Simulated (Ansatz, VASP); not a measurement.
# One calculation of Sb, two programs

```xyz
4
Lattice="3.2777 -2.1663 0.0000 3.2777 2.1663 0.0000 0.0000 0.0000 8.8369" Properties=species:S:1:pos:R:3 pbc="T T T"
Sb    3.2777   -1.5164    1.0339
Sb    3.2777   -0.6499    5.4524
Sb    3.2777    1.5164    7.8030
Sb    3.2777    0.6499    3.3845
```

Alike in both runs: task relaxation of cell and atoms; functional PBE; k mesh 6 × 6 × 2; occupations gaussian, width 0.1 eV; no spin polarisation.

|  | VASP | Ansatz |
| --- | --- | --- |
| version | VASP 6.6.1 | Ansatz 0.2.0 |
| potentials or method | VASP PAW PBE potentials, release 64 (Sb), cutoff 600 eV | scalar-relativistic, plane waves, PAW |
| valence electrons in the cell | 20 | 60 |

Ansatz gave:

```
gap on the k mesh at the Fermi level, each at its own relaxed structure (eV) : none
relaxed volume (Å³/atom)                                                     : 28.35
relaxed cell length with the largest relative difference (Å)                 : 10.586
```

Task: Estimate VASP's values.

Result: gap on the k mesh at the Fermi level, each at its own relaxed structure (eV): none; relaxed volume (Å³/atom): 29.02; relaxed cell length with the largest relative difference (Å): 10.791.

A gap of «none» marks a metal or a gap that the smearing closes. VASP's potentials hold 20 valence electrons a cell and Ansatz's 60, so a difference there can come from the potentials and not from the codes.

Spin-orbit coupling is off throughout.
